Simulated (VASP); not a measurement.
GeSb4Te4: single point with PBEsol

The system is GeSb4Te4.

```
CELL_PARAMETERS angstrom
4.26661 0.00000 0.00000
-2.13331 3.69499 0.00000
0.00000 0.00000 15.64617
ATOMIC_POSITIONS crystal
Ge 0.00000 0.00000 0.00000
Sb 0.33333 0.66667 0.54586
Sb 0.66667 0.33333 0.45414
Sb 0.66667 0.33333 0.78736
Sb 0.33333 0.66667 0.21264
Te 0.33333 0.66667 0.90322
Te 0.66667 0.33333 0.09678
Te 0.00000 0.00000 0.68674
Te 0.00000 0.00000 0.31326
```

This cell differs from its parent crystal: strain +0.000 along x and y, -0.080 along z.

```yaml
Program: VASP 6.6.1
Task: single point
Functional: PBEsol
Potentials_or_basis: VASP PAW PBE potentials, release 64 (Ge_d, Sb, Te)
Cutoff: 520 eV
k_mesh: 12 × 12 × 4
Occupations: gaussian, width 0.15 eV
Spin: no spin polarisation
Dipole_correction: no
Further_INCAR_settings: ALGO = Normal; EDIFF = 1e-06; NBANDS = 39
```

The pressure is 5.7 GPa and the largest force is 0.671 eV/Å. The band gap on the k mesh is zero (bands 29 and 30 overlap by 0.34 eV).

Forces in eV/Å, atoms in the order of the input:
```
Ge   0.000  0.000  0.000
Sb   0.000  0.000  0.671
Sb   0.000  0.000 -0.671
Sb   0.000  0.000  0.255
Sb   0.000  0.000 -0.255
Te   0.000  0.000  0.062
Te   0.000  0.000 -0.062
Te   0.000  0.000 -0.640
Te   0.000  0.000  0.640
```

Stress tensor (GPa, compression positive):
```
4.83 0.00 0.00
0.00 4.83 0.00
0.00 0.00 7.43
```

Levels at points of the mesh, in eV from the Fermi level:
```csv
k point,band 26,band 27,band 28,band 29,band 30,band 31,band 32,band 33
"(0.00, 0.00, 0.00)",-1.46,-1.30,-1.09,-0.26,-0.25,-0.25,0.32,0.85
"(0.50, 0.00, 0.00)",-1.94,-1.87,-1.09,-0.26,0.98,1.08,1.30,1.39
"(0.00, 0.00, 0.50)",-1.53,-1.32,-1.12,-0.30,0.02,0.02,0.37,0.37
"(0.50, 0.00, 0.50)",-2.03,-1.68,-1.49,-0.05,0.22,0.46,1.59,1.91
```

Run time: 11 min on 1 thread of Intel(R) Xeon(R) Platinum 8488C (Sapphire Rapids), on a shared host, peak memory 0.74 GiB.

Caveat: the cell differs from its parent crystal (strain +0.000 along x and y, -0.080 along z); the cell stands under pressure; the PAW data sets were made with another functional, which shifts forces and pressure a little; spin-orbit coupling is left out, which moves the levels of the heavy elements.
